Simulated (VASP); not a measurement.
# Te2I3 (P4mm) in VASP: a series of runs

Te2I3 is run at these levels: PBE; tasks: relaxation of cell and atoms, single point.

All numbers are computed with VASP 6.6.1; they aren't measurements. Logs are shortened: lines on timing, memory, paths and dates and some standing lists are left out, and cuts for length are marked.

**1. The cell of the first run**

The structure is tetragonal, space group P4mm (No. 99). Conventional cell: a = 5.096 Å, b = 5.096 Å, c = 8.472 Å, α = 90.00°, β = 90.00°, γ = 90.00°. Te (site symmetry 2mm) has 3 I at 3.30 to 3.60 Å and 4 Te at 3.60 Å within 4.3 Å. Within 4.3 Å of I (site symmetry 2mm) lie 1 Te at 3.30 Å and 6 I at 3.60 to 3.66 Å. Within 4.7 Å of I (site symmetry 4mm) lie 4 Te at 3.60 Å and 4 I at 3.66 Å.

The cell was generated, and may not be a known phase.

**2. Relaxation of cell and atoms, PBE**

INCAR

```
SYSTEM = Te2I3
PREC = Accurate ; ENCUT = 600
EDIFF = 1E-6 ; ISMEAR = 0
SIGMA = 0.1 ; LREAL = .FALSE.
LASPH = .TRUE. ; NELM = 100
ALGO = Normal ; ISIF = 3
LWAVE = .FALSE. ; LCHARG = .FALSE.
GGA = PE ; IBRION = 2
NSW = 90 ; EDIFFG = -0.04
```

KPOINTS

```
Automatic mesh
0
G
  4 4 2
  0 0 0
```

POSCAR

```
Te2I3
1.0
    5.0957006800      0.0000000000      0.0000000000
    0.0000000000      5.0957006800      0.0000000000
    0.0000000000      0.0000000000      8.4718172900
Te I
2 3
Direct
    0.5000000000      0.0000000000      0.9791527300
    0.0000000000      0.5000000000      0.9791527300
    0.5000000000      0.0000000000      0.5891378200
    0.0000000000      0.5000000000      0.5891378200
    0.5000000000      0.5000000000      0.2791517200
```

Potentials or basis: VASP PAW PBE potentials, release 64 (Te, I).

Started as:

```bash
> cat potpaw_PBE.64/Te/POTCAR potpaw_PBE.64/I/POTCAR > POTCAR
> mpirun -np 1 vasp_std > vasp.out
```

OUTCAR:

```text
SYSTEM = Te2I3
   PREC = Accurate
   ENCUT = 600
   EDIFF = 1E-6
   ISMEAR = 0
   LREAL = .FALSE.
   LASPH = .TRUE.
   NELM = 100
   ISIF = 3
   GGA = PE
   IBRION = 2
   NSW = 90
   EDIFFG = -0.04

 ion  position               nearest neighbor table
   1  0.500  0.000  0.979-   3 3.30   5 3.60   5 3.60   2 3.60   2 3.60   2 3.60   2 3.60
   2  0.000  0.500  0.979-   4 3.30   5 3.60   5 3.60   1 3.60   1 3.60   1 3.60   1 3.60
   3  0.500  0.000  0.589-   1 3.30
   4  0.000  0.500  0.589-   2 3.30
   5  0.500  0.500  0.279-   1 3.60   2 3.60   1 3.60   2 3.60

  LATTYP: Found a simple tetragonal cell.
 ALAT       =     5.0957006800
 C/A-ratio  =     1.6625421747

  Lattice vectors:

 A1 = (   5.0957006800,   0.0000000000,   0.0000000000)
 A2 = (   0.0000000000,   5.0957006800,   0.0000000000)
 A3 = (   0.0000000000,   0.0000000000,   8.4718172900)

Analysis of symmetry for initial positions (statically):
=====================================================================
 Subroutine PRICEL returns:
 Original cell was already a primitive cell.

 Routine SETGRP: Setting up the symmetry group for a
 simple tetragonal supercell.

 Subroutine GETGRP returns: Found  8 space group operations
 (whereof  8 operations were pure point group operations)
 out of a pool of 16 trial point group operations.

The static configuration has the point symmetry C_4v.

Analysis of symmetry for dynamics (positions and initial velocities):
=====================================================================
 Subroutine PRICEL returns:
 Original cell was already a primitive cell.

 Routine SETGRP: Setting up the symmetry group for a
 simple tetragonal supercell.

 Subroutine GETGRP returns: Found  8 space group operations
 (whereof  8 operations were pure point group operations)
 out of a pool of 16 trial point group operations.

The dynamic configuration has the point symmetry C_4v.

 Subroutine INISYM returns: Found  8 space group operations
 (whereof  8 operations are pure point group operations),
 and found     1 'primitive' translations

----------------------------------------------------------------------------------------

                                     Primitive cell

  volume of cell :     219.9806

[... 80 lines left out ...]
   NELM   =    100;   NELMIN=  2; NELMDL= -5     # of ELM steps
   EDIFF  = 0.1E-05   stopping-criterion for ELM
   LREAL  =      F    real-space projection
   EDIFFG = -.4E-01   stopping-criterion for IOM
   NSW    =     90    number of steps for IOM
   IBRION =      2    ionic relax: 0-MD 1-quasi-New 2-CG
   NFREE  =      1    steps in history (QN), initial steepest desc. (CG)
   ISIF   =      3    stress and relaxation
   ISYM   =      2    0-nonsym 1-usesym 2-fastsym
   POTIM  = 0.5000    time-step for ionic-motion
   TEBEG  =    0.0;   TEEND  =   0.0 temperature during run
   PSTRESS=    0.0 pullay stress
   NELECT =      33.0000    total number of electrons
   NUPDOWN=      -1.0000    fix difference up-down
   EMIN   =  10.00;   EMAX   =-10.00  energy-range for DOS
   EFERMI =   0.00;   METHOD = LEGACY
   ISMEAR =     0;   SIGMA  =   0.10  broadening in eV -4-tet -1-fermi 0-gaus
   EFERMI_NEDOS =   21; number of points for ismear=-14 and -15
   IALGO  =     38    algorithm
   IMIX   =      4    mixing-type and parameters
     AMIX     =   0.40;   BMIX     =  1.00
     AMIX_MAG =   1.60;   BMIX_MAG =  1.00
  volume/ion in A,a.u.               =      44.00       296.90
  Fermi-wavevector in a.u.,A,eV,Ry     =   0.869864  1.643805 10.295030  0.756663
  Thomas-Fermi vector in A             =   1.988747
   LORBIT       =      0    0 simple, 1 ext, 2 COOP (PROOUT), +10 PAW based schemes
   GGA     = PE    functional components
   LHFCALC =     F    Hartree Fock is set to
   AEXX    =    0.0000 exact exchange contribution
   IVDW    =     0    specifies the selected vdW correction
   LEPSILON=     F    determine dielectric tensor
   LRPA    =     F    only Hartree local field effects (RPA)
 conjugate gradient relaxation of ions
 non-spin polarized calculation
 Gauss-broadening in eV      SIGMA  =   0.10
  energy-cutoff  :      600.00
  volume of cell :      219.98
 maximum number of plane-waves:      7392
 NGX is ok and might be reduce to    42
   NGX = 21   NGY = 21   NGZ = 33

--------------------------------------- Ionic step        1  -------------------------------------------

 number of electron      33.0000003 magnetization

 Free energy of the ion-electron system (eV)
  ---------------------------------------------------
  ext. energy  EPLUGINS =         0.00000000
  ---------------------------------------------------
  free energy    TOTEN  =        -8.87599434 eV

  energy without entropy =       -8.84632381  energy(sigma->0) =       -8.86115908

------------------------ aborting loop because EDIFF is reached ----------------------------------------

  FORCE on cell =-STRESS in cart. coord.  units (eV):
  Direction    XX          YY          ZZ          XY          YZ          ZX
  --------------------------------------------------------------------------------------
  -------------------------------------------------------------------------------------
  Total       -4.2821363     -4.2821363     -3.6629908      0.0000000      0.0000000      0.0000000
  in kB      -31.1879384    -31.1879384    -26.6785372      0.0000000      0.0000000      0.0000000
  external PRESSURE =     -29.6848047 kB  Pullay stress =       0.0000000 kB
[... 98 lines left out ...]
  FREE ENERGIE OF THE ION-ELECTRON SYSTEM (eV)
  ---------------------------------------------------
  free  energy   TOTEN  =        -9.3485372503 eV

  energy  without entropy=       -9.3268120834  energy(sigma->0) =       -9.33767467

[... ionic steps 4 to 15 ...]

--------------------------------------- Ionic step       16  -------------------------------------------

 number of electron      33.0000003 magnetization

------------------------ aborting loop because EDIFF is reached ----------------------------------------
[... 73 lines left out ...]
--------------------------------------- Ionic step       18  -------------------------------------------

 number of electron      33.0000003 magnetization

 Free energy of the ion-electron system (eV)
  ---------------------------------------------------
  ext. energy  EPLUGINS =         0.00000000
  ---------------------------------------------------
  free energy    TOTEN  =       -10.19315202 eV

  energy without entropy =      -10.19275924  energy(sigma->0) =      -10.19295563

 E-fermi :   2.9031     XC(G=0):  -7.7445

 val. band max:        2.7304841878   @ k =   0.5000   0.0000   0.5000
 cond. band min:       3.1075533992   @ k =   0.2500   0.0000   0.5000
 fundamental gap:      0.3770692114
 Fermi energy:         2.9030500606

 k-point     1 :       0.0000    0.0000    0.0000
  band No.  band energies     occupation
      1     -11.1460      2.00000
      2      -9.9505      2.00000
      3      -8.6548      2.00000
      4      -8.1165      2.00000
      5      -6.8853      2.00000
      6      -1.6903      2.00000
[... 297 lines left out ...]
  FREE ENERGIE OF THE ION-ELECTRON SYSTEM (eV)
  ---------------------------------------------------
  free  energy   TOTEN  =       -10.1931520229 eV

  energy  without entropy=      -10.1927592442  energy(sigma->0) =      -10.19295563

 reached required accuracy - stopping structural energy minimisation
```

CONTCAR:

```text
Te2I3
   1.00000000000000
     5.0854514222290321    0.0000000000000000   -0.0000000000000000
    -0.0000000000000000    5.0854514222290321    0.0000000000000000
    -0.0000000000000000    0.0000000000000000    8.5759851195374672
  Te              I
     2     3
Direct
     0.5000000000000000    0.0000000000000000    0.9456061668216963
     0.0000000000000000    0.5000000000000000    0.9456061668216963
     0.5000000000000000    1.0000000000000000    0.6333649075931412
     1.0000000000000000    0.5000000000000000    0.6333649075931412
     0.5000000000000000    0.5000000000000000    0.2577906711703266

  0.00000000E+00  0.00000000E+00  0.00000000E+00
  0.00000000E+00  0.00000000E+00  0.00000000E+00
  0.00000000E+00  0.00000000E+00  0.00000000E+00
  0.00000000E+00  0.00000000E+00  0.00000000E+00
  0.00000000E+00  0.00000000E+00  0.00000000E+00
```

Run time: 10 min. Hardware: 1 thread of Intel Xeon Platinum 8559C (Emerald Rapids), shared host; peak memory 0.4 GiB.

Results:

```
Free energy                           : -10.1932 eV
Relaxed volume                        : 44.36 Å³/atom
Relaxed cell                          : a = 5.085 Å, b = 5.085 Å, c = 8.576 Å, α = 90.00°, β = 90.00°, γ = 90.00°
Space group after relaxing (to 0.1 Å) : P4mm (No. 99)
Energy gained by relaxing             : 263.4 meV/atom
Ionic steps                           : 18
Pressure after relaxing               : -0.1 GPa
Largest force after relaxing          : 0.011 eV/Å
Band gap on the k mesh                : zero (an odd number of electrons rules out a gap without spin polarisation)
```

Forces on the atoms (eV/Å):
```
Te   0.000  0.000  0.005
Te   0.000  0.000  0.005
I    0.000  0.000 -0.010
I    0.000  0.000 -0.010
I    0.000  0.000  0.011
```

Stress tensor (GPa, compression positive):
```
-0.14  0.00  0.00
 0.00 -0.14  0.00
 0.00  0.00 -0.01
```

Step by step:
```tsv
step	energy change (eV)	largest force (eV/Å)	pressure (GPa)	volume (Å³)
1	0.0000	0.8887	-2.97	219.98
2	-0.4327	0.8772	-0.56	195.03
3	-0.4725	0.8130	0.89	186.34
4	-0.6231	0.7574	1.12	186.59
5	-0.9238	0.2763	2.98	187.23
6	-1.0220	0.1573	2.72	191.39
7	-1.1806	0.7508	2.44	204.24
8	-1.2720	0.3232	0.98	213.09
9	-1.2911	0.1688	-0.07	221.08
10	-1.2915	0.1598	0.03	220.12
11	-1.2999	0.1425	0.03	221.30
12	-1.3045	0.2360	0.03	223.03
13	-1.3083	0.1512	-0.11	223.68
14	-1.3106	0.0961	-0.32	224.75
15	-1.3137	0.0651	-0.26	224.02
16	-1.3159	0.0766	-0.06	222.38
17	-1.3160	0.0662	-0.09	222.64
18	-1.3172	0.0107	-0.09	221.79
```

Final structure:
```
CELL_PARAMETERS angstrom
5.08545 0.00000 0.00000
0.00000 5.08545 0.00000
0.00000 0.00000 8.57599
ATOMIC_POSITIONS crystal
Te 0.50000 0.00000 0.94561
Te 0.00000 0.50000 0.94561
I 0.50000 0.00000 0.63336
I 0.00000 0.50000 0.63336
I 0.50000 0.50000 0.25779
```

Caveat: the k points lie up to 0.37 Å⁻¹ apart in the final cell, too coarse for converged energies and pressures of a metal; spin-orbit coupling is left out, which moves the levels of the heavy elements; this functional lacks dispersion, which binds layers or chains, so the pressure and a relaxed spacing across them are unreliable; an odd number of electrons without spin polarisation forces a metal; a magnetic or distorted state may lie lower.

**3. Single point, PBE**

This run uses another cell than the first one, of 43.84 Å³/atom.

INCAR

```
ALGO     = Normal         # electronic algorithm
EDIFF    = 1E-6           # SCF threshold, eV
ENCUT    = 520            # plane-wave cutoff, eV
GGA      = PE             # functional
ISIF     = 2              # what is computed and relaxed
ISMEAR   = 0              # smearing method
LASPH    = T              # aspherical terms in the spheres
LCHARG   = F              # write CHGCAR
LREAL    = F              # projectors in reciprocal space
LWAVE    = F              # write WAVECAR
NBANDS   = 24             # bands
NELM     = 100            # most SCF steps
PREC     = Accurate       # precision mode
SIGMA    = 0.1            # smearing width, eV
```

KPOINTS

```
k-points
0
Gamma
  8 8 6
```

POSCAR

```
Te2I3
1.0
    5.0826263789      0.0000000000      0.0000000000
    0.0000000000      5.0826263789      0.0000000000
    0.0000000000      0.0000000000      8.4852771628
Te I
2 3
Direct
    0.5000000000      0.0000000000      0.9457418513
    0.0000000000      0.5000000000      0.9457418513
    0.5000000000      0.0000000000      0.6300761648
    0.0000000000      0.5000000000      0.6300761648
    0.5000000000      0.5000000000      0.2640967879
```

Potentials or basis: VASP PAW PBE potentials, release 64 (Te, I).

Started as:

```bash
> cat potpaw_PBE.64/Te/POTCAR potpaw_PBE.64/I/POTCAR > POTCAR
> mpirun -np 1 vasp_std > vasp.out
```

Run time: 3.8 min. Hardware: 1 thread of Intel Xeon Platinum 8559C (Emerald Rapids), shared host; peak memory 0.48 GiB.

It converged, with:

- Free energy: -10.1532 eV
- Pressure: 0.0 GPa
- Largest force: 0.006 eV/Å
- Band gap on the k mesh: zero (an odd number of electrons rules out a gap without spin polarisation)

Forces in eV/Å, atoms in the order of the input:
```
Te   0.000  0.000  0.006
Te   0.000  0.000  0.006
I    0.000  0.000 -0.006
I    0.000  0.000 -0.006
I    0.000  0.000  0.001
```

Levels at points of the mesh, in eV from the Fermi level:
```tsv
k point	band 12	band 13	band 14	band 15	band 16	band 17	band 18	band 19	band 20	band 21
(0.00, 0.00, 0.00)	-1.60	-1.05	-1.05	-0.63	-0.63	1.11	1.11	1.64	2.23	3.43
(0.50, 0.00, 0.00)	-2.04	-1.20	-0.95	-0.93	-0.89	-0.46	-0.15	1.39	2.16	5.89
(0.50, 0.50, 0.00)	-0.86	-0.86	-0.38	-0.36	-0.22	1.48	1.48	1.68	1.73	3.92
(0.00, 0.00, 0.50)	-0.90	-0.90	-0.70	-0.59	-0.59	0.67	1.17	1.17	1.92	3.72
(0.50, 0.00, 0.50)	-1.69	-1.60	-1.15	-0.92	-0.90	-0.38	-0.04	1.35	2.20	6.28
(0.50, 0.50, 0.50)	-1.56	-1.56	-0.88	-0.37	-0.36	1.67	1.73	2.25	2.25	4.73
```

Caveat: spin-orbit coupling is left out, which moves the levels of the heavy elements; this functional lacks dispersion, which binds layers or chains, so the pressure and a relaxed spacing across them are unreliable; an odd number of electrons without spin polarisation forces a metal; a magnetic or distorted state may lie lower.

The gap in the log of VASP goes by the Fermi energy; the results here count the filled bands.